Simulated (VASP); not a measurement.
MnO, 4 atoms in the cell. The structure is cubic, space group Fm-3m (No. 225). The conventional cell has a = 4.444 Å, b = 4.444 Å, c = 4.444 Å, α = 90.00°, β = 90.00°, γ = 90.00°. Mn (site symmetry m-3m) has 6 O at 2.22 Å within 2.9 Å. Within 2.9 Å of O (site symmetry m-3m) lie 6 Mn at 2.22 Å. 

- Program: VASP 6.6.1
- Task: single point
- Functional: PBEsol
- Potentials or basis: VASP PAW PBE potentials, release 64 (Mn_pv, O)
- Cutoff: 520 eV
- k mesh: 12 × 12 × 6
- Occupations: gaussian, width 0.05 eV
- Spin: collinear spin, antiferromagnetic start
- Starting moments: [5.0, -5.0, 0.0, 0.0] μB
- Hubbard terms: Mn d U = 1.9 eV
- Dipole correction: no
- Further INCAR settings: ALGO = Normal; EDIFF = 1e-06; NBANDS = 31

Potentials or basis: VASP PAW PBE potentials, release 64 (Mn_pv, O).

The run is started by

```sh
$ cat potpaw_PBE.64/Mn_pv/POTCAR potpaw_PBE.64/O/POTCAR > POTCAR
$ mpirun -np 1 vasp_std > vasp.out
```

Hardware: 1 thread of Intel(R) Xeon(R) Platinum 8488C (Sapphire Rapids), with other jobs on the host.

Estimate the wall time of this run.

Run time: 2.2 min on 1 thread of Intel(R) Xeon(R) Platinum 8488C (Sapphire Rapids) (shared host), peak memory 0.31 GiB. Counts: scf iterations 13, k points 98.
